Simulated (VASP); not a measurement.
Input of a VASP 6.6.1 run:

The input INCAR:

```
  PREC = Accurate
  ENCUT = 520
  EDIFF = 1E-6
  ISMEAR = 0
  SIGMA = 0.15
  LREAL = F
  LASPH = T
  NELM = 80
  ALGO = Fast
  ISIF = 2
  LWAVE = F
  LCHARG = F
  GGA = PE
  NBANDS = 12
```

The input KPOINTS:

```
regular mesh
0
Gamma
  22 22 22
```

POSCAR

```
Ti
1.0
   -1.6141658004      1.6141658004      1.3901195873
    1.6141658004     -1.6141658004      1.3901195873
    1.6141658004      1.6141658004     -1.3901195873
Ti
1
Direct
    0.0000000000      0.0000000000      0.0000000000
```

Potentials or basis: VASP PAW PBE potentials, release 64 (Ti_sv).

Command:

```console
$ cat potpaw_PBE.64/Ti_sv/POTCAR > POTCAR
$ mpirun -np 1 vasp_std > vasp.out
```

**Question.** Predict the band gap on the k mesh.

**Answer.** Zero (band 6 reaches 11.14 eV, above the bottom of band 7 at 9.52 eV).

**Question.** What does it give for the pressure?

**Answer.** 24.0 GPa.

Stress tensor (GPa, compression positive):
```
24.10  0.00  0.00
 0.00 24.10  0.00
 0.00  0.00 23.81
```
